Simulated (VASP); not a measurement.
# Os (P6_3/mmc) in VASP: further runs

The runs below take Os through single point, with LDA.

Everything below comes from runs of VASP 6.6.1. Logs are shortened: lines on timing, memory, paths and dates and some standing lists are left out, and cuts for length are marked.

**1. The cell of the first run**

The structure is hexagonal, space group P6_3/mmc (No. 194). Conventional cell: a = 2.718 Å, b = 2.718 Å, c = 4.284 Å, α = 90.00°, β = 90.00°, γ = 120.00°. Within 3.5 Å of Os (site symmetry -6m2) lie 12 Os at 2.66 to 2.72 Å.

**2. Single point, LDA**

Input file INCAR:

```
ALGO = Normal
EDIFF = 1E-6
ENCUT = 520
GGA = CA
ISIF = 2
ISMEAR = -1
LASPH = True
LCHARG = True
LELF = True
LREAL = False
LVHAR = True
LWAVE = False
NBANDS = 15
NELM = 80
PREC = Accurate
SIGMA = 0.1
```

Input file KPOINTS:

```
k-points
0
Gamma
  2 2 1
```

Input file POSCAR:

```
Os
1.0
    2.7175247593      0.0000000000      0.0000000000
   -1.3587623796      2.3534454770      0.0000000000
    0.0000000000      0.0000000000      4.2844606214
Os
2
Direct
    0.3333333333      0.6666666667      0.2500000000
    0.6666666667      0.3333333333      0.7500000000
```

Potentials or basis: VASP PAW LDA potentials, release 64 (Os).

Run with:

```
cat potpaw_LDA.64/Os/POTCAR > POTCAR
mpirun -np 1 vasp_std > vasp.out
```

OUTCAR:

```text
EDIFF = 1E-6
   ENCUT = 520
   GGA = CA
   ISIF = 2
   ISMEAR = -1
   LASPH = True
   LREAL = False
   NELM = 80
   PREC = Accurate

 ion  position               nearest neighbor table
   1  0.333  0.667  0.250-   2 2.66   2 2.66   2 2.66   2 2.66   2 2.66   2 2.66
   2  0.667  0.333  0.750-   1 2.66   1 2.66   1 2.66   1 2.66   1 2.66   1 2.66

  LATTYP: Found a hexagonal cell.
 ALAT       =     2.7175247593
 C/A-ratio  =     1.5766040794

  Lattice vectors:

 A1 = (   2.7175247593,   0.0000000000,   0.0000000000)
 A2 = (  -1.3587623796,   2.3534454770,   0.0000000000)
 A3 = (   0.0000000000,   0.0000000000,   4.2844606214)

Analysis of symmetry for initial positions (statically):
=====================================================================
 Subroutine PRICEL returns:
 Original cell was already a primitive cell.

 Routine SETGRP: Setting up the symmetry group for a
 hexagonal supercell.

 Subroutine GETGRP returns: Found 24 space group operations
 (whereof 12 operations were pure point group operations)
 out of a pool of 24 trial point group operations.

The static configuration has the point symmetry D_3d.
 The point group associated with its full space group is D_6h.

Analysis of symmetry for dynamics (positions and initial velocities):
=====================================================================
 Subroutine PRICEL returns:
 Original cell was already a primitive cell.

 Routine SETGRP: Setting up the symmetry group for a
 hexagonal supercell.

 Subroutine GETGRP returns: Found 24 space group operations
 (whereof 12 operations were pure point group operations)
 out of a pool of 24 trial point group operations.

The dynamic configuration has the point symmetry D_3d.
 The point group associated with its full space group is D_6h.

 Subroutine INISYM returns: Found 24 space group operations
 (whereof 12 operations are pure point group operations),
 and found     1 'primitive' translations

----------------------------------------------------------------------------------------

                                     Primitive cell

  volume of cell :      27.4015

  direct lattice vectors                    reciprocal lattice vectors
     2.717524759  0.000000000  0.000000000     0.367981928  0.212454465  0.000000000
    -1.358762380  2.353445477  0.000000000     0.000000000  0.424908930  0.000000000
     0.000000000  0.000000000  4.284460621     0.000000000  0.000000000  0.233401608

  length of vectors
     2.717524759  2.717524759  4.284460621     0.424908930  0.424908930  0.233401608

  position of ions in fractional coordinates (direct lattice)
     0.333333333  0.666666667  0.250000000
     0.666666667  0.333333333  0.750000000

  ion indices of the primitive-cell ions
   primitive index   ion index
                 1           1
                 2           2

----------------------------------------------------------------------------------------

 KPOINTS: k-points

Automatic generation of k-mesh.
 Grid dimensions read from file:
 generate k-points for:    2    2    1

 Generating k-lattice:

  Cartesian coordinates                     Fractional coordinates (reciprocal lattice)
     0.183990964  0.106227233  0.000000000     0.500000000  0.000000000  0.000000000
     0.000000000  0.212454465  0.000000000     0.000000000  0.500000000  0.000000000
     0.000000000  0.000000000  0.233401608     0.000000000  0.000000000  1.000000000

  Length of vectors
     0.212454465  0.212454465  0.233401608

  Shift w.r.t. Gamma in fractional coordinates (k-lattice)
     0.000000000  0.000000000  0.000000000

 Subroutine IBZKPT returns following result:
 ===========================================

 Found      2 irreducible k-points:

 Following reciprocal coordinates:
            Coordinates               Weight
  0.000000  0.000000  0.000000      1.000000
  0.500000 -0.000000  0.000000      3.000000
   k-points           NKPTS =      2   k-points in BZ     NKDIM =      2   number of bands    NBANDS=     15
   number of dos      NEDOS =    301   number of ions     NIONS =      2
   total plane-waves  NPLWV =  12800
   dimension x,y,z NGX =    20 NGY =   20 NGZ =   32
   dimension x,y,z NGXF=    40 NGYF=   40 NGZF=   64
   ions per type =               2
   NGX,Y,Z   is equivalent  to a cutoff of  12.24, 12.24, 12.42 a.u.
   NGXF,Y,Z  is equivalent  to a cutoff of  24.47, 24.47, 24.83 a.u.
 SYSTEM =  unknown system
   PREC   = accura    normal or accurate (medium, high low for compatibility)
   ISTART =      0    job   : 0-new  1-cont  2-samecut
   ICHARG =      2    charge: 1-file 2-atom 10-const
   ISPIN  =      1    spin polarized calculation?
   LNONCOLLINEAR =      F non collinear calculations
   LSORBIT =      F    spin-orbit coupling
   LASPH  =      T    aspherical Exc in radial PAW
   ENCUT  =  520.0 eV  38.22 Ry    6.18 a.u.   5.05  5.05  7.97*2*pi/ulx,y,z
   NELM   =     80;   NELMIN=  2; NELMDL= -5     # of ELM steps
   EDIFF  = 0.1E-05   stopping-criterion for ELM
   LREAL  =      F    real-space projection
   EDIFFG = 0.1E-04   stopping-criterion for IOM
   NSW    =      0    number of steps for IOM
   IBRION =     -1    ionic relax: 0-MD 1-quasi-New 2-CG
   NFREE  =      0    steps in history (QN), initial steepest desc. (CG)
   ISIF   =      2    stress and relaxation
   ISYM   =      2    0-nonsym 1-usesym 2-fastsym
   POTIM  = 0.5000    time-step for ionic-motion
   TEBEG  =    0.0;   TEEND  =   0.0 temperature during run
   PSTRESS=    0.0 pullay stress
   NELECT =      16.0000    total number of electrons
   NUPDOWN=      -1.0000    fix difference up-down
   EMIN   =  10.00;   EMAX   =-10.00  energy-range for DOS
   EFERMI =   0.00;   METHOD = LEGACY
   ISMEAR =    -1;   SIGMA  =   0.10  broadening in eV -4-tet -1-fermi 0-gaus
   EFERMI_NEDOS =   21; number of points for ismear=-14 and -15
   IALGO  =     38    algorithm
   IMIX   =      4    mixing-type and parameters
     AMIX     =   0.40;   BMIX     =  1.00
     AMIX_MAG =   1.60;   BMIX_MAG =  1.00
  volume/ion in A,a.u.               =      13.70        92.46
  Fermi-wavevector in a.u.,A,eV,Ry     =   1.368328  2.585765 25.474482  1.872322
  Thomas-Fermi vector in A             =   2.494302
   LORBIT       =      0    0 simple, 1 ext, 2 COOP (PROOUT), +10 PAW based schemes
   GGA     = CA    functional components
   LHFCALC =     F    Hartree Fock is set to
   AEXX    =    0.0000 exact exchange contribution
   IVDW    =     0    specifies the selected vdW correction
   LEPSILON=     F    determine dielectric tensor
   LRPA    =     F    only Hartree local field effects (RPA)
 non-spin polarized calculation
  energy-cutoff  :      520.00
  volume of cell :       27.40
 maximum number of plane-waves:       734
   NGX = 11   NGY = 11   NGZ = 15

 number of electron      15.9999998 magnetization

 Free energy of the ion-electron system (eV)
  ---------------------------------------------------
  ext. energy  EPLUGINS =         0.00000000
  ---------------------------------------------------
  free energy    TOTEN  =       -24.40579175 eV

  energy without entropy =      -24.28342994  energy(sigma->0) =      -24.34461085

 E-fermi :  11.4447     XC(G=0): -14.2972

 val. band max:       10.1132422969   @ k =   0.0000   0.0000   0.0000
 cond. band min:      11.5519536674   @ k =   0.5000  -0.0000   0.0000
 fundamental gap:      1.4387113705
 Fermi energy:        11.4446544915

 k-point     1 :       0.0000    0.0000    0.0000
  band No.  band energies     occupation
      1      -1.3377      2.00000
      2       1.6207      2.00000
      3       6.2951      2.00000
      4       6.2951      2.00000
      5       7.0532      2.00000
      6       7.1475      2.00000
      7       7.1475      2.00000
      8       8.3100      2.00000
      9       8.3100      2.00000
     10      10.1132      2.00000
     11      11.6477      0.23210
     12      11.6477      0.23210
     13      19.3072      0.00000
     14      23.5842      0.00000
     15      26.6435      0.00000

 k-point     2 :       0.5000   -0.0000    0.0000
  band No.  band energies     occupation
      1       2.1047      2.00000
      2       2.4829      2.00000
      3       3.2948      2.00000
      4       6.2576      2.00000
      5       6.9543      2.00000
      6       7.3078      2.00000
      7       7.9277      2.00000
      8      11.5520      0.50967
      9      12.1231      0.00226
     10      12.7228      0.00001
     11      14.2489      0.00000
     12      15.4787      0.00000
     13      19.0794      0.00000
     14      21.7083      0.00000
     15      22.1900      0.00000

------------------------ aborting loop because EDIFF is reached ----------------------------------------

  FORCE on cell =-STRESS in cart. coord.  units (eV):
  Direction    XX          YY          ZZ          XY          YZ          ZX
  --------------------------------------------------------------------------------------
  -------------------------------------------------------------------------------------
  Total       -2.4307167     -2.4307167      9.4529241     -0.0000000      0.0000000      0.0000000
  in kB     -142.1252081   -142.1252081    552.7171558     -0.0000000      0.0000000      0.0000000
  external PRESSURE =      89.4889132 kB  Pullay stress =       0.0000000 kB

 VOLUME and BASIS-vectors are now :
 -----------------------------------------------------------------------------
  energy-cutoff  :      520.00
  volume of cell :       27.40
      direct lattice vectors                 reciprocal lattice vectors
     2.717524759  0.000000000  0.000000000     0.367981928  0.212454465  0.000000000
    -1.358762380  2.353445477  0.000000000     0.000000000  0.424908930  0.000000000
     0.000000000  0.000000000  4.284460621     0.000000000  0.000000000  0.233401608

 POSITION                                       TOTAL-FORCE (eV/Angst)
 -----------------------------------------------------------------------------------
     -0.00000      1.56896      1.07112        -0.000000      0.000000      0.000000
      1.35876      0.78448      3.21335         0.000000      0.000000      0.000000
 -----------------------------------------------------------------------------------
    total drift:                               -0.000000      0.000000     -0.000000

  FREE ENERGIE OF THE ION-ELECTRON SYSTEM (eV)
  ---------------------------------------------------
  free  energy   TOTEN  =       -24.4057917541 eV

  energy  without entropy=      -24.2834299360  energy(sigma->0) =      -24.34461085
```

Wall time 2 s (1 thread of Intel Xeon 6975P-C, shared host); peak memory 0.12 GiB.

Results:

| Quantity | Value |
| --- | --- |
| Free energy | -24.4058 eV |
| Pressure | 8.9 GPa |
| Band gap on the k mesh | zero (band 8 reaches 11.55 eV, above the bottom of band 9 at 8.31 eV) |

Stress tensor (GPa, compression positive):
```
-14.21   0.00   0.00
  0.00 -14.21   0.00
  0.00   0.00  55.27
```

Levels at points of the mesh, in eV from the Fermi level:
| k point | band 6 | band 7 | band 8 | band 9 | band 10 | band 11 |
| --- | --- | --- | --- | --- | --- | --- |
| (0.00, 0.00, 0.00) | -4.30 | -4.30 | -3.13 | -3.13 | -1.33 | 0.20 |
| (0.50, 0.00, 0.00) | -4.14 | -3.52 | 0.11 | 0.68 | 1.28 | 2.80 |

Caveat: the k points lie up to 1.47 Å⁻¹ apart; spin-orbit coupling is left out, which moves the levels of the heavy elements.

**3. Single point, LDA**

Input file INCAR:

```
ALGO = Normal
EDIFF = 1E-6
ENCUT = 520
ISIF = 2
ISMEAR = -1
LASPH = T
LCHARG = F
LREAL = F
LWAVE = F
NBANDS = 15
NELM = 60
PREC = Accurate
SIGMA = 0.1
```

Input file KPOINTS:

```
k-points
0
Gamma
  3 3 2
```

POSCAR is that of step 2.

Potentials or basis: VASP PAW LDA potentials, release 64 (Os).

Run with:

```
cat potpaw_LDA.64/Os/POTCAR > POTCAR
mpirun -np 1 vasp_std > vasp.out
```

Run time: 2.5 s. Hardware: 1 thread of Intel Xeon 6975P-C, shared host; peak memory 0.12 GiB.

The run converged. Its results:

```
Free energy            : -24.3099 eV
Pressure               : 11.8 GPa
Band gap on the k mesh : zero (band 8 reaches 11.21 eV, above the bottom of band 9 at 8.05 eV)
```

Stress tensor (GPa, compression positive):
```
 28.46   0.00   0.00
  0.00  28.46   0.00
  0.00   0.00 -21.62
```

Levels at points of the mesh, in eV from the Fermi level:
```tsv
k point	band 6	band 7	band 8	band 9	band 10	band 11
(0.00, 0.00, 0.00)	-2.79	-2.79	-2.16	-2.16	-0.31	1.21
(0.00, 0.00, 0.50)	-3.87	-3.87	-3.87	0.40	0.40	0.40
```

Caveat: the k points lie up to 0.89 Å⁻¹ apart; spin-orbit coupling is left out, which moves the levels of the heavy elements.
